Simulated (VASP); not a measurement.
NaH, 4 atoms in the cell. It takes space group P6_3/mmc (No. 194, hexagonal). Conventional cell: a = 3.319 Å, b = 3.319 Å, c = 5.831 Å, α = 90.00°, β = 90.00°, γ = 120.00°. Na (site symmetry -3m) has 6 H at 2.41 Å and 8 Na at 2.92 to 3.32 Å within 3.4 Å. H (site symmetry -6m2) has 6 Na at 2.41 Å and 12 H at 3.32 to 3.49 Å within 3.5 Å. 

```yaml
Program: VASP 6.6.1
Task: single point
Functional: PBE
Potentials_or_basis: VASP PAW PBE potentials, release 64 (Na_pv, H)
Cutoff: 520 eV
k_mesh: 9 × 9 × 4
Occupations: gaussian, width 0.01 eV
Spin: no spin polarisation
Dipole_correction: no
Further_INCAR_settings: ALGO = Normal; EDIFF = 1e-07; NBANDS = 16
```

Potentials or basis: VASP PAW PBE potentials, release 64 (Na_pv, H).

Launch:

```bash
$ cat potpaw_PBE.64/Na_pv/POTCAR potpaw_PBE.64/H/POTCAR > POTCAR
$ mpirun -np 1 vasp_std > vasp.out
```

Hardware: 1 thread of Intel(R) Xeon(R) Platinum 8259CL CPU @ 2.50GHz (Skylake/Cascade Lake), on a shared host.

Task: Estimate the wall time of this run.

Result: Wall time 33 s on 1 thread of Intel(R) Xeon(R) Platinum 8259CL CPU @ 2.50GHz (Skylake/Cascade Lake), with other jobs on the host, peak memory 0.18 GiB. Counts: scf iterations 13, k points 36.
